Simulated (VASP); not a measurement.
# Mg (P6_3/mmc) in VASP: further runs

Mg is run at these levels: PBE; tasks: single point.

Everything below comes from runs of VASP 6.6.1. Logs are shortened: lines on timing, memory, paths and dates and some standing lists are left out, and cuts for length are marked.

**1. The cell of the first run**

The structure is hexagonal, space group P6_3/mmc (No. 194). Conventional cell: a = 2.953 Å, b = 2.953 Å, c = 4.794 Å, α = 90.00°, β = 90.00°, γ = 120.00°. Mg (site symmetry -6m2) has 12 Mg at 2.94 to 2.95 Å within 3.9 Å.

**2. Single point, PBE (strain -0.080 along x and y, -0.080 along z)**

INCAR

```
  ALGO = Normal
  EDIFF = 1E-6
  ENCUT = 520
  GGA = PE
  ISIF = 2
  ISMEAR = 0
  LASPH = T
  LCHARG = F
  LREAL = F
  LWAVE = F
  NBANDS = 9
  NELM = 60
  PREC = Accurate
  SIGMA = 0.15
```

KPOINTS

```
k-points
0
Gamma
  18 18 10
```

POSCAR

```
Mg
1.0
    2.9525298099      0.0000000000      0.0000000000
   -1.4762649049      2.5569658208      0.0000000000
    0.0000000000      0.0000000000      4.7935036000
Mg
2
Direct
    0.3333333333      0.6666666667      0.2500000000
    0.6666666667      0.3333333333      0.7500000000
```

Potentials or basis: VASP PAW PBE potentials, release 64 (Mg).

Started as:

```bash
cat potpaw_PBE.64/Mg/POTCAR > POTCAR
mpirun -np 1 vasp_std > vasp.out
```

OUTCAR:

```text
EDIFF = 1E-6
   ENCUT = 520
   GGA = PE
   ISIF = 2
   ISMEAR = 0
   LASPH = T
   LREAL = F
   NELM = 60
   PREC = Accurate

 ion  position               nearest neighbor table
   1  0.333  0.667  0.250-   2 2.94   2 2.94   2 2.94   2 2.94   2 2.94   2 2.94
   2  0.667  0.333  0.750-   1 2.94   1 2.94   1 2.94   1 2.94   1 2.94   1 2.94

  LATTYP: Found a hexagonal cell.
 ALAT       =     2.9525298099
 C/A-ratio  =     1.6235242008

  Lattice vectors:

 A1 = (   2.9525298099,   0.0000000000,   0.0000000000)
 A2 = (  -1.4762649049,   2.5569658208,   0.0000000000)
 A3 = (   0.0000000000,   0.0000000000,   4.7935036000)

Analysis of symmetry for initial positions (statically):
=====================================================================
 Subroutine PRICEL returns:
 Original cell was already a primitive cell.

 Routine SETGRP: Setting up the symmetry group for a
 hexagonal supercell.

 Subroutine GETGRP returns: Found 24 space group operations
 (whereof 12 operations were pure point group operations)
 out of a pool of 24 trial point group operations.

The static configuration has the point symmetry D_3d.
 The point group associated with its full space group is D_6h.

Analysis of symmetry for dynamics (positions and initial velocities):
=====================================================================
 Subroutine PRICEL returns:
 Original cell was already a primitive cell.

 Routine SETGRP: Setting up the symmetry group for a
 hexagonal supercell.

 Subroutine GETGRP returns: Found 24 space group operations
 (whereof 12 operations were pure point group operations)
 out of a pool of 24 trial point group operations.

The dynamic configuration has the point symmetry D_3d.
 The point group associated with its full space group is D_6h.

 Subroutine INISYM returns: Found 24 space group operations
 (whereof 12 operations are pure point group operations),
 and found     1 'primitive' translations

----------------------------------------------------------------------------------------

                                     Primitive cell

  volume of cell :      36.1886

  direct lattice vectors                    reciprocal lattice vectors
     2.952529810  0.000000000  0.000000000     0.338692601  0.195544264  0.000000000
    -1.476264905  2.556965821  0.000000000     0.000000000  0.391088528  0.000000000
     0.000000000  0.000000000  4.793503600     0.000000000  0.000000000  0.208615677

  length of vectors
     2.952529810  2.952529810  4.793503600     0.391088528  0.391088528  0.208615677

  position of ions in fractional coordinates (direct lattice)
     0.333333333  0.666666667  0.250000000
     0.666666667  0.333333333  0.750000000

  ion indices of the primitive-cell ions
   primitive index   ion index
                 1           1
                 2           2

----------------------------------------------------------------------------------------

 KPOINTS: k-points

Automatic generation of k-mesh.
 Grid dimensions read from file:
 generate k-points for:   18   18   10

 Generating k-lattice:

  Cartesian coordinates                     Fractional coordinates (reciprocal lattice)
     0.018816256  0.010863570  0.000000000     0.055555556  0.000000000  0.000000000
     0.000000000  0.021727140  0.000000000     0.000000000  0.055555556  0.000000000
     0.000000000  0.000000000  0.020861568     0.000000000  0.000000000  0.100000000

  Length of vectors
     0.021727140  0.021727140  0.020861568

  Shift w.r.t. Gamma in fractional coordinates (k-lattice)
     0.000000000  0.000000000  0.000000000

 Subroutine IBZKPT returns following result:
 ===========================================

 Found    222 irreducible k-points:

 Following reciprocal coordinates:
            Coordinates               Weight
  0.000000  0.000000  0.000000      1.000000
  0.055556  0.000000  0.000000      6.000000
  0.111111  0.000000  0.000000      6.000000
  0.166667  0.000000  0.000000      6.000000
  0.222222  0.000000  0.000000      6.000000
  0.277778  0.000000  0.000000      6.000000
[... 16 lines left out ...]
  0.333333  0.111111  0.000000     12.000000
  0.388889  0.111111  0.000000     12.000000
 [... further k-points ...]
   k-points           NKPTS =    222   k-points in BZ     NKDIM =    222   number of bands    NBANDS=      9
   number of dos      NEDOS =    301   number of ions     NIONS =      2
   total plane-waves  NPLWV =  20736
   dimension x,y,z NGX =    24 NGY =   24 NGZ =   36
   dimension x,y,z NGXF=    48 NGYF=   48 NGZF=   72
   ions per type =               2
   NGX,Y,Z   is equivalent  to a cutoff of  13.51, 13.51, 12.49 a.u.
   NGXF,Y,Z  is equivalent  to a cutoff of  27.03, 27.03, 24.97 a.u.
 SYSTEM =  unknown system
   PREC   = accura    normal or accurate (medium, high low for compatibility)
   ISTART =      0    job   : 0-new  1-cont  2-samecut
   ICHARG =      2    charge: 1-file 2-atom 10-const
   ISPIN  =      1    spin polarized calculation?
   LNONCOLLINEAR =      F non collinear calculations
   LSORBIT =      F    spin-orbit coupling
   LASPH  =      T    aspherical Exc in radial PAW
   ENCUT  =  520.0 eV  38.22 Ry    6.18 a.u.   5.49  5.49  8.91*2*pi/ulx,y,z
   NELM   =     60;   NELMIN=  2; NELMDL= -5     # of ELM steps
   EDIFF  = 0.1E-05   stopping-criterion for ELM
   LREAL  =      F    real-space projection
   EDIFFG = 0.1E-04   stopping-criterion for IOM
   NSW    =      0    number of steps for IOM
   IBRION =     -1    ionic relax: 0-MD 1-quasi-New 2-CG
   NFREE  =      0    steps in history (QN), initial steepest desc. (CG)
   ISIF   =      2    stress and relaxation
   ISYM   =      2    0-nonsym 1-usesym 2-fastsym
   POTIM  = 0.5000    time-step for ionic-motion
   TEBEG  =    0.0;   TEEND  =   0.0 temperature during run
   PSTRESS=    0.0 pullay stress
   NELECT =       4.0000    total number of electrons
   NUPDOWN=      -1.0000    fix difference up-down
   EMIN   =  10.00;   EMAX   =-10.00  energy-range for DOS
   EFERMI =   0.00;   METHOD = LEGACY
   ISMEAR =     0;   SIGMA  =   0.15  broadening in eV -4-tet -1-fermi 0-gaus
   EFERMI_NEDOS =   21; number of points for ismear=-14 and -15
   IALGO  =     38    algorithm
   IMIX   =      4    mixing-type and parameters
     AMIX     =   0.40;   BMIX     =  1.00
     AMIX_MAG =   1.60;   BMIX_MAG =  1.00
  volume/ion in A,a.u.               =      18.09       122.11
  Fermi-wavevector in a.u.,A,eV,Ry     =   0.785665  1.484692  8.398461  0.617269
  Thomas-Fermi vector in A             =   1.890047
   LORBIT       =      0    0 simple, 1 ext, 2 COOP (PROOUT), +10 PAW based schemes
   GGA     = PE    functional components
   LHFCALC =     F    Hartree Fock is set to
   AEXX    =    0.0000 exact exchange contribution
   IVDW    =     0    specifies the selected vdW correction
   LEPSILON=     F    determine dielectric tensor
   LRPA    =     F    only Hartree local field effects (RPA)
 non-spin polarized calculation
 Gauss-broadening in eV      SIGMA  =   0.15
  energy-cutoff  :      520.00
  volume of cell :       36.19
 maximum number of plane-waves:      1008
 NGX is ok and might be reduce to    24
   NGX = 11   NGY = 11   NGZ = 17

 number of electron       4.0000000 magnetization

 Free energy of the ion-electron system (eV)
  ---------------------------------------------------
  ext. energy  EPLUGINS =         0.00000000
  ---------------------------------------------------
  free energy    TOTEN  =        -2.68209934 eV

  energy without entropy =       -2.67486443  energy(sigma->0) =       -2.67848188

 E-fermi :   3.9995     XC(G=0):  -9.2603

 val. band max:        3.9853112448   @ k =   0.3889   0.0000   0.0000
 cond. band min:       3.9996511370   @ k =   0.1667   0.1111   0.0000
 fundamental gap:      0.0143398922
 Fermi energy:         3.9994549093

 k-point     1 :       0.0000    0.0000    0.0000
  band No.  band energies     occupation
      1      -4.0147      2.00000
      2       1.9227      2.00000
      3       2.7757      2.00000
      4      16.3891      0.00000
      5      16.3891      0.00000
      6      17.0271      0.00000
      7      17.0271      0.00000
      8      17.2938      0.00000
      9      19.7689      0.00000

 k-point     2 :       0.0556    0.0000    0.0000
  band No.  band energies     occupation
      1      -3.9434      2.00000
      2       1.9857      2.00000
      3       2.8433      2.00000
      4      14.9259      0.00000
      5      15.7349      0.00000
      6      16.5700      0.00000
      7      17.7491      0.00000
      8      18.0909      0.00000
      9      20.0527      0.00000

 k-point     3 :       0.1111    0.0000    0.0000
  band No.  band energies     occupation
      1      -3.7297      2.00000
      2       2.1748      2.00000
      3       3.0446      2.00000
      4      13.0059      0.00000
      5      14.9347      0.00000
      6      15.5943      0.00000
      7      18.2209      0.00000
      8      18.4619      0.00000
      9      18.6879      0.00000

 k-point     4 :       0.1667    0.0000    0.0000
  band No.  band energies     occupation
      1      -3.3750      2.00000
      2       2.4904      2.00000
      3       3.3734      2.00000
      4      11.1185      0.00000
      5      14.2243      0.00000
      6      14.5427      0.00000
      7      16.3171      0.00000
      8      18.1023      0.00000
      9      18.9982      0.00000

 k-point     5 :       0.2222    0.0000    0.0000
  band No.  band energies     occupation
      1      -2.8812      2.00000
      2       2.9330      2.00000
      3       3.8147      1.91847
      4       9.3317      0.00000
      5      13.4843      0.00000
      6      13.6196      0.00000
      7      14.4796      0.00000
      8      17.1930      0.00000
      9      18.2706      0.00000

 k-point     6 :       0.2778    0.0000    0.0000
  band No.  band energies     occupation
      1      -2.2511      2.00000
      2       3.5034      2.00000
      3       4.3238      0.00223
      4       7.7020      0.00000
      5      12.4212      0.00000
      6      12.7480      0.00000
      7      13.1241      0.00000
      8      16.2412      0.00000
      9      17.6653      0.00000
[... 169 lines left out ...]
 k-point    21 :       0.2222    0.1111    0.0000
  band No.  band energies     occupation
      1      -2.0423      2.00000
      2       3.6939      1.99603
      3       4.4976      0.00000
      4       7.8182      0.00000
      5      10.1140      0.00000
      6      12.9267      0.00000
      7      14.3175      0.00000
      8      15.2878      0.00000
      9      16.9460      0.00000

 k-point    22 :       0.2778    0.1111    0.0000
  band No.  band energies     occupation
      1      -1.2819      2.00000
      2       4.3935      0.00020
      3       4.8297      0.00000
      4       6.5826      0.00000
      5       9.5715      0.00000
      6      11.3264      0.00000
      7      13.1197      0.00000
      8      14.8156      0.00000
      9      16.6340      0.00000

 k-point    23 :       0.3333    0.1111    0.0000
  band No.  band energies     occupation
      1      -0.3940      2.00000
      2       4.1725      0.10279
      3       5.2225      0.00000
      4       6.5138      0.00000
      5       9.0948      0.00000
      6       9.8464      0.00000
      7      12.0734      0.00000
      8      14.4818      0.00000
      9      16.3910      0.00000

 k-point    24 :       0.3889    0.1111    0.0000
  band No.  band energies     occupation
      1       0.6136      2.00000
      2       2.9611      2.00000
      3       6.1818      0.00000
      4       7.1339      0.00000
      5       8.4945      0.00000
      6       8.6087      0.00000
      7      11.3215      0.00000
      8      14.2822      0.00000
      9      16.2389      0.00000

 [... further k-points ...]

------------------------ aborting loop because EDIFF is reached ----------------------------------------

  FORCE on cell =-STRESS in cart. coord.  units (eV):
  Direction    XX          YY          ZZ          XY          YZ          ZX
  --------------------------------------------------------------------------------------
  -------------------------------------------------------------------------------------
  Total        3.1216256      3.1216256      3.0083172      0.0000000     -0.0000000      0.0000000
  in kB      138.2035277    138.2035277    133.1870300      0.0000000     -0.0000000      0.0000000
  external PRESSURE =     136.5313618 kB  Pullay stress =       0.0000000 kB

 VOLUME and BASIS-vectors are now :
 -----------------------------------------------------------------------------
  energy-cutoff  :      520.00
  volume of cell :       36.19
      direct lattice vectors                 reciprocal lattice vectors
     2.952529810  0.000000000  0.000000000     0.338692601  0.195544264  0.000000000
    -1.476264905  2.556965821  0.000000000     0.000000000  0.391088528  0.000000000
     0.000000000  0.000000000  4.793503600     0.000000000  0.000000000  0.208615677

 POSITION                                       TOTAL-FORCE (eV/Angst)
 -----------------------------------------------------------------------------------
     -0.00000      1.70464      1.19838        -0.000000      0.000000      0.000000
      1.47626      0.85232      3.59513         0.000000     -0.000000      0.000000
 -----------------------------------------------------------------------------------
    total drift:                                0.000000     -0.000000      0.000000

  FREE ENERGIE OF THE ION-ELECTRON SYSTEM (eV)
  ---------------------------------------------------
  free  energy   TOTEN  =        -2.6820993368 eV

  energy  without entropy=       -2.6748644287  energy(sigma->0) =       -2.67848188
```

Wall time 14 s (1 thread of Intel Xeon 6975P-C (Granite Rapids), shared host); peak memory 0.2 GiB.

Results:

| Item | Value |
| --- | --- |
| Free energy | -2.6821 eV |
| Pressure | 13.7 GPa |
| Band gap on the k mesh | zero (bands 2 and 3 overlap by 2.19 eV) |

Caveat: the cell differs from its parent crystal (strain -0.080 along x and y, -0.080 along z); the cell stands under pressure.

(Part 1 of 2 ends here.)

The gap in the log of VASP goes by the Fermi energy; the results here count the filled bands.